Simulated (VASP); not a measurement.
# CdS (Hawleyite) (I-4m2) in VASP: notebook

CdS (Hawleyite) is run at these levels: r2SCAN; tasks: single point.

All numbers are computed with VASP 6.6.1; they aren't measurements. Logs are shortened: lines on timing, memory, paths and dates and some standing lists are left out, and cuts for length are marked.

## 1. The cell of the first run

The structure is tetragonal, space group I-4m2 (No. 119). The conventional cell has a = 4.180 Å, b = 4.180 Å, c = 5.681 Å, α = 90.00°, β = 90.00°, γ = 90.00°. Within 3.3 Å of Cd (site symmetry -4m2) lie 4 S at 2.53 Å. S (site symmetry -4m2) has 4 Cd at 2.53 Å within 3.3 Å.

## 2. Single point, r2SCAN

POSCAR reads:

```
CdS
1.0
    0.0000000000      2.9553866667      2.8402549342
    2.9553866667      0.0000000000      2.8402549342
    2.9553866667      2.9553866667      0.0000000000
Cd S
1 1
Direct
    0.0000000000      0.0000000000      0.0000000000
    0.2500000000      0.2500000000      0.2500000000
```

INCAR.step1 reads:

```
SYSTEM = CdS
  ALGO = Normal
  EDIFF = 1E-4
  ENCUT = 520
  GGA = PE
  ISMEAR = -1
  LASPH = .TRUE.
  LCHARG = .FALSE.
  LREAL = .FALSE.
  LWAVE = .TRUE.
  NBANDS = 16
  NELM = 80
  PREC = Accurate
  SIGMA = 0.02
```

INCAR.step2 reads:

```
SYSTEM = CdS
  ALGO = Normal
  EDIFF = 1E-7
  ENCUT = 520
  ISIF = 2
  ISMEAR = -1
  ISTART = 1
  LASPH = .TRUE.
  LCHARG = .FALSE.
  LMIXTAU = .TRUE.
  LREAL = .FALSE.
  LWAVE = .FALSE.
  METAGGA = R2SCAN
  NBANDS = 16
  NELM = 80
  PREC = Accurate
  SIGMA = 0.02
```

KPOINTS reads:

```
k-points
0
G
  6 6 6
  0 0 0
```

Potentials or basis: VASP PAW PBE potentials, release 64 (Cd, S).

Started as:

```
cat potpaw_PBE.64/Cd/POTCAR potpaw_PBE.64/S/POTCAR > POTCAR
cp INCAR.step1 INCAR
mpirun -np 1 vasp_std > vasp.out
cp INCAR.step2 INCAR
mpirun -np 1 vasp_std > vasp.out
```

OUTCAR:

```text
SYSTEM = CdS
   EDIFF = 1E-7
   ENCUT = 520
   ISIF = 2
   ISMEAR = -1
   ISTART = 1
   LASPH = .TRUE.
   LREAL = .FALSE.
   METAGGA = R2SCAN
   NELM = 80
   PREC = Accurate

 ion  position               nearest neighbor table
   1  0.000  0.000  0.000-   2 2.53   2 2.53   2 2.53   2 2.53
   2  0.250  0.250  0.250-   1 2.53   1 2.53   1 2.53   1 2.53

  LATTYP: Found a body centered tetragonal cell.
 ALAT       =     4.1795479061
 C/A-ratio  =     1.3591206504

  Lattice vectors:

 A1 = (   0.0000000000,  -2.9553866667,  -2.8402549342)
 A2 = (   0.0000000000,   2.9553866667,  -2.8402549342)
 A3 = (   2.9553866667,   0.0000000000,   2.8402549342)

Analysis of symmetry for initial positions (statically):
=====================================================================
 Subroutine PRICEL returns:
 Original cell was already a primitive cell.

 Routine SETGRP: Setting up the symmetry group for a
 body centered tetragonal supercell.

 Subroutine GETGRP returns: Found  8 space group operations
 (whereof  8 operations were pure point group operations)
 out of a pool of 16 trial point group operations.

The static configuration has the point symmetry D_2d.

Analysis of symmetry for dynamics (positions and initial velocities):
=====================================================================
 Subroutine PRICEL returns:
 Original cell was already a primitive cell.

 Routine SETGRP: Setting up the symmetry group for a
 body centered tetragonal supercell.

 Subroutine GETGRP returns: Found  8 space group operations
 (whereof  8 operations were pure point group operations)
 out of a pool of 16 trial point group operations.

The dynamic configuration has the point symmetry D_2d.

 Subroutine INISYM returns: Found  8 space group operations
 (whereof  8 operations are pure point group operations),
 and found     1 'primitive' translations

----------------------------------------------------------------------------------------

                                     Primitive cell

  volume of cell :      49.6153

  direct lattice vectors                    reciprocal lattice vectors
     0.000000000  2.955386667  2.840254934    -0.169182600  0.169182600  0.176040536
     2.955386667  0.000000000  2.840254934     0.169182600 -0.169182600  0.176040536
     2.955386667  2.955386667  0.000000000     0.169182600  0.169182600 -0.176040536

  length of vectors
     4.098946016  4.098946016  4.179547906     0.297045071  0.297045071  0.297045071

  position of ions in fractional coordinates (direct lattice)
     0.000000000  0.000000000  0.000000000
     0.250000000  0.250000000  0.250000000

  ion indices of the primitive-cell ions
   primitive index   ion index
                 1           1
                 2           2

----------------------------------------------------------------------------------------

 KPOINTS: k-points

Automatic generation of k-mesh.
 Grid dimensions read from file:
 generate k-points for:    6    6    6

 Generating k-lattice:

  Cartesian coordinates                     Fractional coordinates (reciprocal lattice)
    -0.028197100  0.028197100  0.029340089     0.166666667  0.000000000  0.000000000
     0.028197100 -0.028197100  0.029340089     0.000000000  0.166666667  0.000000000
     0.028197100  0.028197100 -0.029340089     0.000000000  0.000000000  0.166666667

  Length of vectors
     0.049507512  0.049507512  0.049507512

  Shift w.r.t. Gamma in fractional coordinates (k-lattice)
     0.000000000  0.000000000  0.000000000

 Subroutine IBZKPT returns following result:
 ===========================================

 Found     30 irreducible k-points:

 Following reciprocal coordinates:
            Coordinates               Weight
  0.000000  0.000000  0.000000      1.000000
  0.166667 -0.000000  0.000000      8.000000
  0.333333 -0.000000  0.000000      8.000000
  0.500000  0.000000  0.000000      4.000000
  0.166667  0.166667  0.000000      2.000000
  0.333333  0.166667  0.000000      8.000000
[... 16 lines left out ...]
  0.333333  0.000000  0.333333      4.000000
  0.500000  0.000000  0.333333     16.000000
 [... further k-points ...]
   k-points           NKPTS =     30   k-points in BZ     NKDIM =     30   number of bands    NBANDS=     16
   number of dos      NEDOS =    301   number of ions     NIONS =      2
   total plane-waves  NPLWV =  28800
   dimension x,y,z NGX =    30 NGY =   30 NGZ =   32
   dimension x,y,z NGXF=    60 NGYF=   60 NGZF=   64
   ions per type =               1   1
   NGX,Y,Z   is equivalent  to a cutoff of  12.17, 12.17, 12.73 a.u.
   NGXF,Y,Z  is equivalent  to a cutoff of  24.33, 24.33, 25.46 a.u.
 SYSTEM =  CdS
   PREC   = accura    normal or accurate (medium, high low for compatibility)
   ISTART =      1    job   : 0-new  1-cont  2-samecut
   ICHARG =      0    charge: 1-file 2-atom 10-const
   ISPIN  =      1    spin polarized calculation?
   LNONCOLLINEAR =      F non collinear calculations
   LSORBIT =      F    spin-orbit coupling
   LASPH  =      T    aspherical Exc in radial PAW
   ENCUT  =  520.0 eV  38.22 Ry    6.18 a.u.   7.62  7.62  7.77*2*pi/ulx,y,z
   NELM   =     80;   NELMIN=  2; NELMDL=  0     # of ELM steps
   EDIFF  = 0.1E-06   stopping-criterion for ELM
   LREAL  =      F    real-space projection
   EDIFFG = 0.1E-05   stopping-criterion for IOM
   NSW    =      0    number of steps for IOM
   IBRION =     -1    ionic relax: 0-MD 1-quasi-New 2-CG
   NFREE  =      0    steps in history (QN), initial steepest desc. (CG)
   ISIF   =      2    stress and relaxation
   ISYM   =      2    0-nonsym 1-usesym 2-fastsym
   POTIM  = 0.5000    time-step for ionic-motion
   TEBEG  =    0.0;   TEEND  =   0.0 temperature during run
   PSTRESS=    0.0 pullay stress
   NELECT =      18.0000    total number of electrons
   NUPDOWN=      -1.0000    fix difference up-down
   EMIN   =  10.00;   EMAX   =-10.00  energy-range for DOS
   EFERMI =   0.00;   METHOD = LEGACY
   ISMEAR =    -1;   SIGMA  =   0.02  broadening in eV -4-tet -1-fermi 0-gaus
   EFERMI_NEDOS =   21; number of points for ismear=-14 and -15
   IALGO  =     38    algorithm
   IMIX   =      4    mixing-type and parameters
     AMIX     =   0.40;   BMIX     =  1.00
     AMIX_MAG =   1.60;   BMIX_MAG =  1.00
  volume/ion in A,a.u.               =      24.81       167.41
  Fermi-wavevector in a.u.,A,eV,Ry     =   1.167599  2.206442 18.548649  1.363287
  Thomas-Fermi vector in A             =   2.304097
   LORBIT       =      0    0 simple, 1 ext, 2 COOP (PROOUT), +10 PAW based schemes
   METAGGA = R2SCAN    functional components
   LHFCALC =     F    Hartree Fock is set to
   AEXX    =    0.0000 exact exchange contribution
   IVDW    =     0    specifies the selected vdW correction
   LEPSILON=     F    determine dielectric tensor
   LRPA    =     F    only Hartree local field effects (RPA)
 non-spin polarized calculation
  energy-cutoff  :      520.00
  volume of cell :       49.62
 maximum number of plane-waves:      1347
   NGX = 15   NGY = 15   NGZ = 15

 number of electron      18.0000002 magnetization

 Free energy of the ion-electron system (eV)
  ---------------------------------------------------
  ext. energy  EPLUGINS =         0.00000000
  ---------------------------------------------------
  free energy    TOTEN  =       -29.67413040 eV

  energy without entropy =      -29.67413040  energy(sigma->0) =      -29.67413040

 E-fermi :   1.5894     XC(G=0):  -9.7346

 val. band max:        1.1239939846   @ k =   0.0000   0.0000   0.0000
 cond. band min:       2.6397733926   @ k =   0.0000   0.0000   0.0000
 fundamental gap:      1.5157794079
 Fermi energy:         1.5894486110

 k-point     1 :       0.0000    0.0000    0.0000
  band No.  band energies     occupation
      1     -11.8212      2.00000
      2      -6.9234      2.00000
      3      -6.9233      2.00000
      4      -6.9003      2.00000
      5      -6.4114      2.00000
      6      -6.3970      2.00000
[... 8 lines left out ...]
     15      12.9754      0.00000
     16      13.3178      0.00000

 k-point     2 :       0.1667   -0.0000    0.0000
  band No.  band energies     occupation
      1     -11.7139      2.00000
      2      -6.8846      2.00000
      3      -6.8699      2.00000
      4      -6.8072      2.00000
      5      -6.4090      2.00000
      6      -6.4000      2.00000
[... 8 lines left out ...]
     15      12.3284      0.00000
     16      13.4434      0.00000

 k-point     3 :       0.3333   -0.0000    0.0000
  band No.  band energies     occupation
      1     -11.4981      2.00000
      2      -6.8222      2.00000
      3      -6.7999      2.00000
      4      -6.4308      2.00000
      5      -6.3830      2.00000
      6      -6.3797      2.00000
[... 8 lines left out ...]
     15      12.7250      0.00000
     16      12.8416      0.00000

 k-point     4 :       0.5000    0.0000    0.0000
  band No.  band energies     occupation
      1     -11.3909      2.00000
      2      -6.8011      2.00000
      3      -6.7741      2.00000
      4      -6.3762      2.00000
      5      -6.3569      2.00000
      6      -6.0195      2.00000
[... 8 lines left out ...]
     15      14.0984      0.00000
     16      14.3644      0.00000
[... 324 lines left out ...]
 k-point    22 :      -0.3333    0.5000    0.1667
  band No.  band energies     occupation
      1     -11.2516      2.00000
      2      -6.6698      2.00000
      3      -6.6312      2.00000
      4      -6.4989      2.00000
      5      -6.3544      2.00000
      6      -5.7778      2.00000
[... 8 lines left out ...]
     15      14.9188      0.00000
     16      15.0263      0.00000

 k-point    23 :       0.3333    0.0000    0.3333
  band No.  band energies     occupation
      1     -11.4015      2.00000
      2      -6.6724      2.00000
      3      -6.6631      2.00000
      4      -6.6323      2.00000
      5      -6.3477      2.00000
      6      -6.3053      2.00000
[... 8 lines left out ...]
     15      13.7331      0.00000
     16      17.1191      0.00000

 k-point    24 :       0.5000    0.0000    0.3333
  band No.  band energies     occupation
      1     -11.2973      2.00000
      2      -6.6930      2.00000
      3      -6.6040      2.00000
      4      -6.5365      2.00000
      5      -6.3411      2.00000
      6      -5.9894      2.00000
[... 8 lines left out ...]
     15      14.3466      0.00000
     16      15.4738      0.00000

 [... further k-points ...]
[... 5 lines left out ...]
  --------------------------------------------------------------------------------------
  -------------------------------------------------------------------------------------
  Total        0.4845780      0.4845780      0.6642457      0.0000000      0.0000000      0.0000000
  in kB       15.6479817     15.6479817     21.4498075      0.0000000      0.0000000      0.0000000
  external PRESSURE =      17.5819236 kB  Pullay stress =       0.0000000 kB

 VOLUME and BASIS-vectors are now :
 -----------------------------------------------------------------------------
  energy-cutoff  :      520.00
  volume of cell :       49.62
      direct lattice vectors                 reciprocal lattice vectors
     0.000000000  2.955386667  2.840254934    -0.169182600  0.169182600  0.176040536
     2.955386667  0.000000000  2.840254934     0.169182600 -0.169182600  0.176040536
     2.955386667  2.955386667  0.000000000     0.169182600  0.169182600 -0.176040536

 POSITION                                       TOTAL-FORCE (eV/Angst)
 -----------------------------------------------------------------------------------
      0.00000      0.00000      0.00000        -0.000000     -0.000000     -0.000000
      1.47769      1.47769      1.42013         0.000000      0.000000      0.000000
 -----------------------------------------------------------------------------------
    total drift:                               -0.000068     -0.000068     -0.000105

  FREE ENERGIE OF THE ION-ELECTRON SYSTEM (eV)
  ---------------------------------------------------
  free  energy   TOTEN  =       -29.6741303962 eV

  energy  without entropy=      -29.6741303962  energy(sigma->0) =      -29.67413040
```

It took 90 s on 1 thread of Intel Xeon Platinum 8259CL at 2.50GHz (Skylake/Cascade Lake), shared host; peak memory 0.18 GiB.

Results:

| Quantity | Value |
| --- | --- |
| Free energy | -29.6741 eV |
| Pressure | 1.8 GPa |
| Band gap on the k mesh | 1.52 eV, direct |

Stress tensor (GPa, compression positive):
```
1.56 0.00 0.00
0.00 1.56 0.00
0.00 0.00 2.14
```

Caveat: the PAW data sets were made with another functional, which shifts forces and pressure a little. r2SCAN opens gaps a little over a GGA but as a rule still falls short of measured ones.

## 3. Single point, r2SCAN

POSCAR reads:

```
CdS
1.0
    0.0000000000      2.9748300000      2.8032487505
    2.9748300000      0.0000000000      2.8032487505
    2.9748300000      2.9748300000      0.0000000000
Cd S
1 1
Direct
    0.0000000000      0.0000000000      0.0000000000
    0.2500000000      0.2500000000      0.2500000000
```

INCAR.step1 reads:

```
SYSTEM = CdS
  PREC = Accurate
  ENCUT = 520
  ISMEAR = -1
  SIGMA = 0.02
  LREAL = .False.
  LASPH = .True.
  NELM = 80
  NBANDS = 16
  GGA = PE
  ALGO = Normal
  EDIFF = 1E-4
  LWAVE = .True.
  LCHARG = .False.
```

INCAR.step2 reads:

```
SYSTEM = CdS
  PREC = Accurate
  ENCUT = 520
  EDIFF = 1E-6
  ISMEAR = -1
  SIGMA = 0.02
  LREAL = .False.
  LASPH = .True.
  NELM = 80
  ALGO = Normal
  ISIF = 2
  LWAVE = .False.
  LCHARG = .True.
  METAGGA = R2SCAN
  LMIXTAU = .True.
  LELF = .True.
  LVHAR = .True.
  NBANDS = 16
  ISTART = 1
```

KPOINTS reads:

```
Automatic mesh
0
Gamma
  6 6 6
  0 0 0
```

Potentials or basis: VASP PAW PBE potentials, release 64 (Cd, S).

Started as:

```
cat potpaw_PBE.64/Cd/POTCAR potpaw_PBE.64/S/POTCAR > POTCAR
cp INCAR.step1 INCAR
mpirun -np 1 vasp_std > vasp.out
cp INCAR.step2 INCAR
mpirun -np 1 vasp_std > vasp.out
```

Wall time 90 s (1 thread of Intel Xeon Platinum 8259CL at 2.50GHz (Skylake/Cascade Lake), shared host); peak memory 0.18 GiB.

The run converged. Its results:

```
Free energy            : -29.6713 eV
Pressure               : 1.7 GPa
Band gap on the k mesh : 1.48 eV, direct
```

Stress tensor (GPa, compression positive):
```
1.42 0.00 0.00
0.00 1.42 0.00
0.00 0.00 2.25
```

Levels at points of the mesh, in eV from the valence-band top:
| k point | band 6 | band 7 | band 8 | band 9 | band 10 | band 11 | band 12 | band 13 |
| --- | --- | --- | --- | --- | --- | --- | --- | --- |
| (0.00, 0.00, 0.00) | -7.55 | -0.16 | -0.16 | 0.00 | 1.48 | 6.99 | 6.99 | 7.00 |
| (0.50, 0.00, 0.00) | -7.18 | -4.56 | -0.99 | -0.75 | 3.34 | 7.15 | 7.62 | 7.86 |
| (0.50, 0.50, 0.00) | -7.02 | -3.83 | -2.18 | -2.18 | 3.61 | 4.29 | 10.13 | 11.34 |
| (0.50, 0.00, 0.50) | -7.15 | -4.19 | -1.99 | -1.88 | 3.82 | 4.84 | 9.47 | 11.09 |

Caveat: the PAW data sets were made with another functional, which shifts forces and pressure a little.
